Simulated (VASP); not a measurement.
Here is a VASP 6.6.1 calculation.

The input INCAR:

```
ALGO     = Normal         # electronic algorithm
DIPOL    = 0.5 0.5 0.349
EDIFF    = 1E-6           # SCF threshold, eV
ENCUT    = 520            # plane-wave cutoff, eV
GGA      = PE             # functional
IDIPOL   = 3            
ISIF     = 2              # what is computed and relaxed
ISMEAR   = 0              # smearing method
IVDW     = 12             # dispersion correction
LASPH    = True           # aspherical terms in the spheres
LCHARG   = False          # write CHGCAR
LDIPOL   = True         
LREAL    = False          # projectors in reciprocal space
LWAVE    = False          # write WAVECAR
NBANDS   = 16             # bands
NELM     = 80             # most SCF steps
PREC     = Accurate       # precision mode
SIGMA    = 0.1            # smearing width, eV
```

The input KPOINTS:

```
k-points
0
Gamma
  15 15 1
```

POSCAR

```
C
1.0
    2.4656524409      0.0000000000      0.0000000000
   -1.2328262205      2.1353176507      0.0000000000
    0.0000000000      0.0000000000     17.5000663885
C
4
Direct
    0.6666666667      0.3333333333      0.2571437784
    0.3333333333      0.6666666667      0.2571418816
    0.6666666667      0.5000000000      0.4405735508
    1.0000000000      0.1666666667      0.4405716540
```

Potentials or basis: VASP PAW PBE potentials, release 64 (C).

Command:

```bash
$ cat potpaw_PBE.64/C/POTCAR > POTCAR
$ mpirun -np 1 vasp_std > vasp.out
```

(1) What does it give for the largest force?

(2) Predict the dispersion energy per atom.

Answers

(1) 0.057 eV/Å.

(2) -0.124 eV.

Caveat: the cell differs from its parent crystal (layers slid over each other).
